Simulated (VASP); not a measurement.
A run of VASP 6.6.1 is set up as follows.

The input INCAR:

```
SYSTEM = BP
  PREC = Accurate
  ENCUT = 520
  EDIFF = 1E-6
  ISMEAR = 0
  SIGMA = 0.02
  LREAL = .False.
  LASPH = .True.
  NELM = 60
  ALGO = Normal
  ISIF = 2
  LWAVE = .False.
  LCHARG = .False.
  GGA = PE
  NBANDS = 11
```

KPOINTS

```
regular mesh
0
Gamma
  10 10 10
  0 0 0
```

File POSCAR:

```
BP
1.0
    0.0000000000      2.2037717155      2.2037717155
    2.2037717155      0.0000000000      2.2037717155
    2.2037717155      2.2037717155      0.0000000000
B P
1 1
Direct
    0.0000000000      0.0000000000      0.0000000000
    0.2500000000      0.2500000000      0.2500000000
```

Potentials or basis: VASP PAW PBE potentials, release 64 (B, P).

Run with:

```sh
$ cat potpaw_PBE.64/B/POTCAR potpaw_PBE.64/P/POTCAR > POTCAR
$ mpirun -np 1 vasp_std > vasp.out
```

(1) Estimate the pressure.

(2) Estimate the band gap on the k mesh.

Answers

(1) 17.9 GPa.

(2) 1.12 eV, indirect (least direct gap 3.55 eV).
